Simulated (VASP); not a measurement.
Crystal: NiO.

```
O Ni
1.0
     0.00000    2.08855    2.08855
     2.08855    0.00000    2.08855
     2.08855    2.08855    0.00000
O Ni
1 1
Cartesian
  2.0886 2.0886 2.0886
  0.0000 0.0000 0.0000
```

Base run:

- Program: VASP 6.6.1
- Functional: PBEsol
- Potentials or basis: VASP PAW PBE potentials, release 64 (O, Ni)
- Cutoff: 520 eV
- k mesh: 9 × 9 × 9
- Occupations: gaussian, width 0.02 eV
- Spin: collinear spin, ferromagnetic start
- Starting moments: [0.0, 2.0] μB
- Hubbard terms: Ni d U = 6.2 eV

Its results: band gap on the k mesh 2.33 eV, indirect (least direct gap 3.01 eV); pressure -7.6 GPa; net moment 2.00 μB per cell; site moments O +0.18; Ni +1.81 μB.

Problem. The run is repeated on the same cell with these changes: potentials or basis from VASP PAW PBE potentials, release 64 (O, Ni) to VASP PAW PBE potentials, release 64 (O, Ni_sv_GW); cutoff from 520 eV to 600 eV; further incar settings from ALGO = Normal; EDIFF = 1e-06; NBANDS = 19 to ALGO = Normal; EDIFF = 1e-06; NBANDS = 23; valence electrons from 16 to 24. What comes out?

Solution. Band gap on the k mesh 2.28 eV, indirect (least direct gap 3.21 eV); pressure -1.0 GPa; net moment 2.00 μB per cell; site moments O +0.18; Ni +1.78 μB.

Caveats: the PAW data sets were made with another functional, which shifts forces and pressure a little; a cell with one magnetic atom can't hold antiferromagnetic order, which such compounds often take.

A k mesh can miss the band edges.
